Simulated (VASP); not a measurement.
A run of VASP 6.6.1 is set up as follows.

INCAR

```
SYSTEM = GaAs
PREC = Accurate
ENCUT = 520
EDIFF = 1E-6
ISMEAR = 0
SIGMA = 0.05
LREAL = .FALSE.
LASPH = .TRUE.
NELM = 80
ALGO = Normal
ISIF = 2
LWAVE = .FALSE.
LCHARG = .TRUE.
GGA = RE
IVDW = 13
LELF = .TRUE.
LVHAR = .TRUE.
NBANDS = 16
```

The input KPOINTS:

```
regular mesh
0
G
  8 8 8
  0 0 0
```

The input POSCAR:

```
GaAs
1.0
    0.0000000000      2.8555663704      2.8555663704
    2.8555663704      0.0000000000      2.8555663704
    2.8555663704      2.8555663704      0.0000000000
Ga As
1 1
Direct
    0.0000000000      0.0000000000      0.0000000000
    0.7500000000      0.7500000000      0.7500000000
```

Potentials or basis: VASP PAW PBE potentials, release 64 (Ga_d, As).

Command:

```bash
$ cat potpaw_PBE.64/Ga_d/POTCAR potpaw_PBE.64/As/POTCAR > POTCAR
$ mpirun -np 1 vasp_std > vasp.out
```

**Question.** Predict the pressure.

**Answer.** -2.4 GPa.

**Question.** Estimate the band gap on the k mesh.

**Answer.** 0.39 eV, direct.

Caveat: the PAW data sets were made with another functional, which shifts forces and pressure a little.
